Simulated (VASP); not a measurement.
Input of a VASP 6.6.1 run:

The input POSCAR:

```
Al2Pt
1.0
    0.0000000000      2.9550000000      2.9648500000
    2.9550000000      0.0000000000      2.9648500000
    2.9550000000      2.9550000000      0.0000000000
Al Pt
2 1
Direct
    0.2500000000      0.2500000000      0.2500000000
    0.7500000000      0.7500000000      0.7500000000
    0.0000000000      0.0000000000      0.0000000000
```

The input INCAR.step1:

```
PREC = Accurate ; ENCUT = 520
ISMEAR = -1 ; SIGMA = 0.1
LREAL = F ; LASPH = T
NELM = 80 ; NBANDS = 15
GGA = PE ; ALGO = Normal
EDIFF = 1E-4 ; LWAVE = T
LCHARG = F
```

INCAR.step2

```
PREC = Accurate ; ENCUT = 520
EDIFF = 1E-6 ; ISMEAR = -1
SIGMA = 0.1 ; LREAL = F
LASPH = T ; NELM = 80
ALGO = Normal ; ISIF = 2
LWAVE = F ; LCHARG = T
METAGGA = R2SCAN ; LMIXTAU = T
LELF = T ; LVHAR = T
NBANDS = 15 ; ISTART = 1
```

File KPOINTS:

```
regular mesh
0
Gamma
  10 10 10
```

Potentials or basis: VASP PAW PBE potentials, release 64 (Al, Pt).

The run is started by

```sh
$ cat potpaw_PBE.64/Al/POTCAR potpaw_PBE.64/Pt/POTCAR > POTCAR
$ cp INCAR.step1 INCAR
$ mpirun -np 1 vasp_std > vasp.out
$ cp INCAR.step2 INCAR
$ mpirun -np 1 vasp_std > vasp.out
```

Problem. What does it give for the band gap on the k mesh?

Solution. Zero (bands 8 and 9 overlap by 5.65 eV).

Problem. Estimate the pressure.

Solution. -1.1 GPa.

Stress tensor (GPa, compression positive):
```
-1.03  0.00  0.00
 0.00 -1.03  0.00
 0.00  0.00 -1.28
```

Caveat: the PAW data sets were made with another functional, which shifts forces and pressure a little; spin-orbit coupling is left out, which moves the levels of the heavy elements.
